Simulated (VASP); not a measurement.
# MgO (Fm-3m) in VASP: further runs

Runs on MgO. Level: PBEsol. Tasks: electric field gradients, dielectric tensor.

Program: VASP 6.6.1. These are calculated values, not measurements. Logs are shortened: lines on timing, memory, paths and dates and some standing lists are left out, and cuts for length are marked.

**Measured values to compare with.**

“Electronic structure of alkaline earth and post-transition metal oxides”, 2009, arxiv:0908.1581 quotes, for a bulk crystal of MgO: band gap 7.83 eV.

How close the calculation comes is told below.

**1. The cell of the first run**

It takes space group Fm-3m (No. 225, cubic). The conventional cell has a = 4.217 Å, b = 4.217 Å, c = 4.217 Å, α = 90.00°, β = 90.00°, γ = 90.00°. Within 2.8 Å of Mg (site symmetry m-3m) lie 6 O at 2.11 Å. O (site symmetry m-3m) has 6 Mg at 2.11 Å within 2.8 Å.

**2. Electric field gradients, PBEsol**

INCAR reads:

```
SYSTEM = MgO
  PREC = Accurate
  ENCUT = 520
  EDIFF = 1E-8
  ISMEAR = -1
  SIGMA = 0.02
  LREAL = .FALSE.
  LASPH = .TRUE.
  NELM = 120
  ALGO = Normal
  ISIF = 2
  LWAVE = .FALSE.
  LCHARG = .FALSE.
  GGA = PS
  LEFG = .TRUE.
  NBANDS = 11
  GGA_COMPAT = .FALSE.
```

KPOINTS reads:

```
regular mesh
0
G
  9 9 9
  0 0 0
```

POSCAR reads:

```
MgO
1.0
    0.0000000000      2.1085000000      2.1085000000
    2.1085000000      0.0000000000      2.1085000000
    2.1085000000      2.1085000000      0.0000000000
Mg O
1 1
Direct
    0.0000000000      0.0000000000      0.0000000000
    0.5000000000      0.5000000000      0.5000000000
```

Potentials or basis: VASP PAW PBE potentials, release 64 (Mg, O).

Started as:

```bash
$ cat potpaw_PBE.64/Mg/POTCAR potpaw_PBE.64/O/POTCAR > POTCAR
$ mpirun -np 1 vasp_std > vasp.out
```

OUTCAR:

```text
SYSTEM = MgO
   PREC = Accurate
   ENCUT = 520
   EDIFF = 1E-8
   ISMEAR = -1
   LREAL = .FALSE.
   LASPH = .TRUE.
   NELM = 120
   ISIF = 2
   GGA = PS

 ion  position               nearest neighbor table
   1  0.000  0.000  0.000-   2 2.11   2 2.11   2 2.11   2 2.11   2 2.11   2 2.11
   2  0.500  0.500  0.500-   1 2.11   1 2.11   1 2.11   1 2.11   1 2.11   1 2.11

  LATTYP: Found a face centered cubic cell.
 ALAT       =     4.2170000000

  Lattice vectors:

 A1 = (   0.0000000000,   2.1085000000,   2.1085000000)
 A2 = (   2.1085000000,   0.0000000000,   2.1085000000)
 A3 = (   2.1085000000,   2.1085000000,   0.0000000000)

Analysis of symmetry for initial positions (statically):
=====================================================================
 Subroutine PRICEL returns:
 Original cell was already a primitive cell.

 Routine SETGRP: Setting up the symmetry group for a
 face centered cubic supercell.

 Subroutine GETGRP returns: Found 48 space group operations
 (whereof 48 operations were pure point group operations)
 out of a pool of 48 trial point group operations.

The static configuration has the point symmetry O_h .

Analysis of symmetry for dynamics (positions and initial velocities):
=====================================================================
 Subroutine PRICEL returns:
 Original cell was already a primitive cell.

 Routine SETGRP: Setting up the symmetry group for a
 face centered cubic supercell.

 Subroutine GETGRP returns: Found 48 space group operations
 (whereof 48 operations were pure point group operations)
 out of a pool of 48 trial point group operations.

The dynamic configuration has the point symmetry O_h .

 Subroutine INISYM returns: Found 48 space group operations
 (whereof 48 operations are pure point group operations),
 and found     1 'primitive' translations

----------------------------------------------------------------------------------------

                                     Primitive cell

  volume of cell :      18.7478

  direct lattice vectors                    reciprocal lattice vectors
     0.000000000  2.108500000  2.108500000    -0.237135404  0.237135404  0.237135404
     2.108500000  0.000000000  2.108500000     0.237135404 -0.237135404  0.237135404
     2.108500000  2.108500000  0.000000000     0.237135404  0.237135404 -0.237135404

  length of vectors
     2.981869296  2.981869296  2.981869296     0.410730569  0.410730569  0.410730569

  position of ions in fractional coordinates (direct lattice)
     0.000000000  0.000000000  0.000000000
     0.500000000  0.500000000  0.500000000

  ion indices of the primitive-cell ions
   primitive index   ion index
                 1           1
                 2           2

----------------------------------------------------------------------------------------

 KPOINTS: regular mesh

Automatic generation of k-mesh.
 Grid dimensions read from file:
 generate k-points for:    9    9    9

 Generating k-lattice:

  Cartesian coordinates                     Fractional coordinates (reciprocal lattice)
    -0.026348378  0.026348378  0.026348378     0.111111111  0.000000000  0.000000000
     0.026348378 -0.026348378  0.026348378     0.000000000  0.111111111  0.000000000
     0.026348378  0.026348378 -0.026348378     0.000000000  0.000000000  0.111111111

  Length of vectors
     0.045636730  0.045636730  0.045636730

  Shift w.r.t. Gamma in fractional coordinates (k-lattice)
     0.000000000  0.000000000  0.000000000

 Subroutine IBZKPT returns following result:
 ===========================================

 Found     35 irreducible k-points:

 Following reciprocal coordinates:
            Coordinates               Weight
  0.000000  0.000000  0.000000      1.000000
  0.111111  0.000000  0.000000      8.000000
  0.222222  0.000000  0.000000      8.000000
  0.333333  0.000000  0.000000      8.000000
  0.444444  0.000000  0.000000      8.000000
  0.111111  0.111111  0.000000      6.000000
[... 16 lines left out ...]
 -0.333333  0.333333  0.000000     12.000000
  0.444444  0.444444  0.000000      6.000000
 [... further k-points ...]
   k-points           NKPTS =     35   k-points in BZ     NKDIM =     35   number of bands    NBANDS=     11
   number of dos      NEDOS =    301   number of ions     NIONS =      2
   total plane-waves  NPLWV =  13824
   dimension x,y,z NGX =    24 NGY =   24 NGZ =   24
   dimension x,y,z NGXF=    48 NGYF=   48 NGZF=   48
   ions per type =               1   1
   NGX,Y,Z   is equivalent  to a cutoff of  13.38, 13.38, 13.38 a.u.
   NGXF,Y,Z  is equivalent  to a cutoff of  26.76, 26.76, 26.76 a.u.
 SYSTEM =  MgO
   PREC   = accura    normal or accurate (medium, high low for compatibility)
   ISTART =      0    job   : 0-new  1-cont  2-samecut
   ICHARG =      2    charge: 1-file 2-atom 10-const
   ISPIN  =      1    spin polarized calculation?
   LNONCOLLINEAR =      F non collinear calculations
   LSORBIT =      F    spin-orbit coupling
   LASPH  =      T    aspherical Exc in radial PAW
   ENCUT  =  520.0 eV  38.22 Ry    6.18 a.u.   5.54  5.54  5.54*2*pi/ulx,y,z
   NELM   =    120;   NELMIN=  2; NELMDL= -5     # of ELM steps
   EDIFF  = 0.1E-07   stopping-criterion for ELM
   LREAL  =      F    real-space projection
   EDIFFG = 0.1E-06   stopping-criterion for IOM
   NSW    =      0    number of steps for IOM
   IBRION =     -1    ionic relax: 0-MD 1-quasi-New 2-CG
   NFREE  =      0    steps in history (QN), initial steepest desc. (CG)
   ISIF   =      2    stress and relaxation
   ISYM   =      2    0-nonsym 1-usesym 2-fastsym
   POTIM  = 0.5000    time-step for ionic-motion
   TEBEG  =    0.0;   TEEND  =   0.0 temperature during run
   PSTRESS=    0.0 pullay stress
   NELECT =       8.0000    total number of electrons
   NUPDOWN=      -1.0000    fix difference up-down
   EMIN   =  10.00;   EMAX   =-10.00  energy-range for DOS
   EFERMI =   0.00;   METHOD = LEGACY
   ISMEAR =    -1;   SIGMA  =   0.02  broadening in eV -4-tet -1-fermi 0-gaus
   EFERMI_NEDOS =   21; number of points for ismear=-14 and -15
   IALGO  =     38    algorithm
   IMIX   =      4    mixing-type and parameters
     AMIX     =   0.40;   BMIX     =  1.00
     AMIX_MAG =   1.60;   BMIX_MAG =  1.00
  volume/ion in A,a.u.               =       9.37        63.26
  Fermi-wavevector in a.u.,A,eV,Ry     =   1.232503  2.329092 20.668107  1.519063
  Thomas-Fermi vector in A             =   2.367270
   LORBIT       =      0    0 simple, 1 ext, 2 COOP (PROOUT), +10 PAW based schemes
   GGA     = PS    functional components
   LHFCALC =     F    Hartree Fock is set to
   AEXX    =    0.0000 exact exchange contribution
   IVDW    =     0    specifies the selected vdW correction
   LEPSILON=     F    determine dielectric tensor
   LRPA    =     F    only Hartree local field effects (RPA)
 non-spin polarized calculation
  energy-cutoff  :      520.00
  volume of cell :       18.75
 maximum number of plane-waves:       531
 NGX is ok and might be reduce to    24
   NGX = 11   NGY = 11   NGZ = 11

 number of electron       8.0000005 magnetization

 Free energy of the ion-electron system (eV)
  ---------------------------------------------------
  ext. energy  EPLUGINS =         0.00000000
  ---------------------------------------------------
  free energy    TOTEN  =       -12.51234573 eV

  energy without entropy =      -12.51234573  energy(sigma->0) =      -12.51234573

 E-fermi :   3.4833     XC(G=0): -11.2934

 val. band max:        3.0409081334   @ k =   0.0000   0.0000   0.0000
 cond. band min:       7.6413929866   @ k =   0.0000   0.0000   0.0000
 fundamental gap:      4.6004848532
 Fermi energy:         3.4832909758

 k-point     1 :       0.0000    0.0000    0.0000
  band No.  band energies     occupation
      1     -14.1467      2.00000
      2       3.0409      2.00000
      3       3.0409      2.00000
      4       3.0409      2.00000
      5       7.6414      0.00000
      6      18.6534      0.00000
      7      18.6534      0.00000
      8      18.6534      0.00000
      9      22.4868      0.00000
     10      24.3662      0.00000
     11      24.3662      0.00000

 k-point     2 :       0.1111    0.0000    0.0000
  band No.  band energies     occupation
      1     -14.0150      2.00000
      2       2.2458      2.00000
      3       2.9575      2.00000
      4       2.9575      2.00000
      5       8.4006      0.00000
      6      17.1996      0.00000
      7      18.9447      0.00000
      8      18.9447      0.00000
      9      23.5272      0.00000
     10      23.5272      0.00000
     11      24.4047      0.00000

 k-point     3 :       0.2222    0.0000    0.0000
  band No.  band energies     occupation
      1     -13.6610      2.00000
      2       0.7322      2.00000
      3       2.7544      2.00000
      4       2.7544      2.00000
      5       9.7183      0.00000
      6      15.6546      0.00000
      7      19.4570      0.00000
      8      19.4570      0.00000
      9      22.9241      0.00000
     10      22.9241      0.00000
     11      25.0111      0.00000

 k-point     4 :       0.3333    0.0000    0.0000
  band No.  band energies     occupation
      1     -13.2136      2.00000
      2      -0.6677      2.00000
      3       2.5361      2.00000
      4       2.5361      2.00000
      5      10.5559      0.00000
      6      15.1985      0.00000
      7      19.4438      0.00000
      8      19.4438      0.00000
      9      23.7531      0.00000
     10      23.7531      0.00000
     11      24.2941      0.00000
[... 239 lines left out ...]
 k-point    22 :      -0.4444    0.3333    0.0000
  band No.  band energies     occupation
      1     -12.5924      2.00000
      2      -0.6790      2.00000
      3       0.6655      2.00000
      4       1.8720      2.00000
      5      12.8143      0.00000
      6      14.3411      0.00000
      7      15.6004      0.00000
      8      21.0170      0.00000
      9      21.2258      0.00000
     10      28.3996      0.00000
     11      29.9209      0.00000

 k-point    23 :      -0.3333    0.3333    0.0000
  band No.  band energies     occupation
      1     -12.6072      2.00000
      2      -0.2183      2.00000
      3      -0.0625      2.00000
      4       2.0322      2.00000
      5      13.1706      0.00000
      6      15.0809      0.00000
      7      15.4245      0.00000
      8      20.6399      0.00000
      9      21.6777      0.00000
     10      26.0407      0.00000
     11      30.3806      0.00000

 k-point    24 :       0.4444    0.4444    0.0000
  band No.  band energies     occupation
      1     -12.6272      2.00000
      2      -1.0184      2.00000
      3       1.7138      2.00000
      4       1.7138      2.00000
      5      12.0601      0.00000
      6      12.8601      0.00000
      7      15.9902      0.00000
      8      21.7401      0.00000
      9      21.7401      0.00000
     10      28.4361      0.00000
     11      29.3920      0.00000

 [... further k-points ...]
[... 5 lines left out ...]
  --------------------------------------------------------------------------------------
  -------------------------------------------------------------------------------------
  Total       -0.0963861     -0.0963861     -0.0963861      0.0000000      0.0000000      0.0000000
  in kB       -8.2371001     -8.2371001     -8.2371001      0.0000000      0.0000000      0.0000000
  external PRESSURE =      -8.2371001 kB  Pullay stress =       0.0000000 kB

 VOLUME and BASIS-vectors are now :
 -----------------------------------------------------------------------------
  energy-cutoff  :      520.00
  volume of cell :       18.75
      direct lattice vectors                 reciprocal lattice vectors
     0.000000000  2.108500000  2.108500000    -0.237135404  0.237135404  0.237135404
     2.108500000  0.000000000  2.108500000     0.237135404 -0.237135404  0.237135404
     2.108500000  2.108500000  0.000000000     0.237135404  0.237135404 -0.237135404

 POSITION                                       TOTAL-FORCE (eV/Angst)
 -----------------------------------------------------------------------------------
      0.00000      0.00000      0.00000         0.000000      0.000000     -0.000000
      2.10850      2.10850      2.10850         0.000000      0.000000      0.000000
 -----------------------------------------------------------------------------------
    total drift:                               -0.000000     -0.000000      0.000000

  FREE ENERGIE OF THE ION-ELECTRON SYSTEM (eV)
  ---------------------------------------------------
  free  energy   TOTEN  =       -12.5123457292 eV

  energy  without entropy=      -12.5123457292  energy(sigma->0) =      -12.51234573

 Electric field gradients (V/A^2)
---------------------------------------------------------------------
 ion       V_xx      V_yy      V_zz      V_xy      V_xz      V_yz
---------------------------------------------------------------------
   1      -0.000    -0.000     0.000     0.000     0.000     0.000
   2      -0.000     0.000    -0.000    -0.002    -0.002    -0.002
---------------------------------------------------------------------

 Electric field gradients after diagonalization (V/A^2)
 (convention: |V_zz| > |V_xx| > |V_yy|)
----------------------------------------------------------------------
 ion       V_xx      V_yy      V_zz     asymmetry (V_yy - V_xx)/ V_zz
----------------------------------------------------------------------
   1      -0.000    -0.000     0.000       0.000
   2       0.002     0.002    -0.004       0.000
----------------------------------------------------------------------

           NMR quadrupolar parameters

 Cq : quadrupolar parameter    Cq=e*Q*V_zz/h
 eta: asymmetry parameters     (V_yy - V_xx)/ V_zz
 Q  : nuclear electric quadrupole moment in mb (millibarn)
----------------------------------------------------------------------
 ion       Cq(MHz)       eta       Q (mb)
----------------------------------------------------------------------
   1       0.000       0.000       1.000
   2      -0.000       0.000       1.000
----------------------------------------------------------------------
```

Run time: 7.4 s. Hardware: 1 thread of Intel Xeon 6975P-C (Granite Rapids), shared host; peak memory 0.13 GiB.

Results:

* Free energy: -12.5123 eV
* Pressure: -0.8 GPa
* Band gap on the k mesh: 4.60 eV
* Largest electric field gradient by atom: zero within the noise of the run

Caveat: the PAW data sets were made with another functional, which shifts forces and pressure a little.

**3. Dielectric tensor, PBEsol**

INCAR reads:

```
SYSTEM = MgO
PREC     = Accurate       ! precision mode
ENCUT    = 520            ! plane-wave cutoff, eV
EDIFF    = 1E-8           ! SCF threshold, eV
ISMEAR   = 0              ! smearing method
SIGMA    = 0.01           ! smearing width, eV
LREAL    = .FALSE.        ! projectors in reciprocal space
LASPH    = .TRUE.         ! aspherical terms in the spheres
NELM     = 120            ! most SCF steps
ALGO     = Normal         ! electronic algorithm
ISIF     = 2              ! what is computed and relaxed
LWAVE    = .FALSE.        ! write WAVECAR
LCHARG   = .FALSE.        ! write CHGCAR
GGA      = PS             ! functional
LEPSILON = .TRUE.         ! dielectric tensor by DFPT
GGA_COMPAT= .FALSE.
```

KPOINTS is that of step 2.

POSCAR is that of step 2.

Potentials or basis: VASP PAW PBE potentials, release 64 (Mg, O).

Started as:

```bash
$ cat potpaw_PBE.64/Mg/POTCAR potpaw_PBE.64/O/POTCAR > POTCAR
$ mpirun -np 1 vasp_std > vasp.out
```

OUTCAR:

```text
SYSTEM = MgO
   PREC = Accurate
   ENCUT = 520
   EDIFF = 1E-8
   ISMEAR = 0
   LREAL = .FALSE.
   LASPH = .TRUE.
   NELM = 120
   ISIF = 2
   GGA = PS
   LEPSILON = .TRUE.

 ion  position               nearest neighbor table
   1  0.000  0.000  0.000-   2 2.11   2 2.11   2 2.11   2 2.11   2 2.11   2 2.11
   2  0.500  0.500  0.500-   1 2.11   1 2.11   1 2.11   1 2.11   1 2.11   1 2.11

  LATTYP: Found a face centered cubic cell.
 ALAT       =     4.2170000000

  Lattice vectors:

 A1 = (   0.0000000000,   2.1085000000,   2.1085000000)
 A2 = (   2.1085000000,   0.0000000000,   2.1085000000)
 A3 = (   2.1085000000,   2.1085000000,   0.0000000000)

Analysis of symmetry for initial positions (statically):
=====================================================================
 Subroutine PRICEL returns:
 Original cell was already a primitive cell.

 Routine SETGRP: Setting up the symmetry group for a
 face centered cubic supercell.

[... 485 lines left out ...]

 Free energy of the ion-electron system (eV)
  ---------------------------------------------------
  ---------------------------------------------------
  free energy    TOTEN  =        -0.12260679 eV

  energy without entropy =       -0.12260679

------------------------ aborting loop because EDIFF is reached ----------------------------------------

 PIEZOELECTRIC TENSOR FIELD DIRECTION 3  (e Angst)
 -----------------------------------------------------------------------------
    -0.00014  0.00000  0.00000           ( -0.00001  0.00000  0.00000)
     0.00000 -0.00014 -0.00000           (  0.00000 -0.00001  0.00000)
     0.00000  0.00000 -0.00020           (  0.00000  0.00000 -0.00001)

 PIEZOELECTRIC TENSOR FIELD DIRECTION 3  (C/m^2)
 -----------------------------------------------------------------------------
    -0.00012  0.00000  0.00000
     0.00000 -0.00012 -0.00000
     0.00000  0.00000 -0.00017

 MACROSCOPIC STATIC DIELECTRIC TENSOR (including local field effects in DFT)
 ------------------------------------------------------
           3.172279     0.000000     0.000000
           0.000000     3.172279    -0.000000
           0.000000    -0.000000     3.172279
 ------------------------------------------------------

 PIEZOELECTRIC TENSOR (including local field effects)  for field in x, y, z        (e  Angst)
          XX          YY          ZZ          XY          YZ          ZX
  --------------------------------------------------------------------------------
  x     0.00000     0.00000     0.00000     0.00000     0.00000     0.00000
  y     0.00000     0.00000     0.00000     0.00000     0.00000     0.00000
  z     0.00000     0.00000     0.00000     0.00000     0.00000     0.00000

 PIEZOELECTRIC TENSOR (including local field effects)  for field in x, y, z        (C/m^2)
          XX          YY          ZZ          XY          YZ          ZX
  --------------------------------------------------------------------------------
  x     0.00000     0.00000     0.00000     0.00000     0.00000     0.00000
  y     0.00000     0.00000     0.00000     0.00000     0.00000     0.00000
  z     0.00000     0.00000     0.00000     0.00000     0.00000     0.00000

 BORN EFFECTIVE CHARGES (including local field effects) (in |e|, cummulative output)
 ---------------------------------------------------------------------------------
 ion    1
    1     1.96752     0.00000    -0.00000
    2     0.00000     1.96752     0.00000
    3    -0.00000    -0.00000     1.96752
 ion    2
    1    -1.96752    -0.00000     0.00000
    2    -0.00000    -1.96752    -0.00000
    3     0.00000     0.00000    -1.96752
```

Run time: 47 s. Hardware: 1 thread of Intel Xeon 6975P-C (Granite Rapids), shared host; peak memory 0.17 GiB.

Results:

```yaml
Band_gap_on_the_k_mesh: 4.60 eV
Electronic_dielectric_tensor_diagonal: 3.17
Born_charges_mean_of_the_diagonal: Mg +1.97; O -1.97 e
```

Electronic dielectric tensor:
```
3.17 0.00 0.00
0.00 3.17 0.00
0.00 0.00 3.17
```

Born effective charge tensors (e):
atom 1, Mg
```
1.97 0.00 0.00
0.00 1.97 0.00
0.00 0.00 1.97
```
atom 2, O
```
-1.97  0.00  0.00
 0.00 -1.97  0.00
 0.00  0.00 -1.97
```

Caveat: the PAW data sets were made with another functional, which shifts forces and pressure a little.

**4. How close it comes**

Step 2. A measured gap of MgO is 7.83 eV (quoted in “Electronic structure of alkaline earth and post-transition metal oxides”, 2009, arxiv:0908.1581); the calculated 4.60 eV misses it by -3.23 eV. The value is that of PBEsol, without temperature or zero-point motion. Semilocal functionals fall short of measured gaps as a rule.
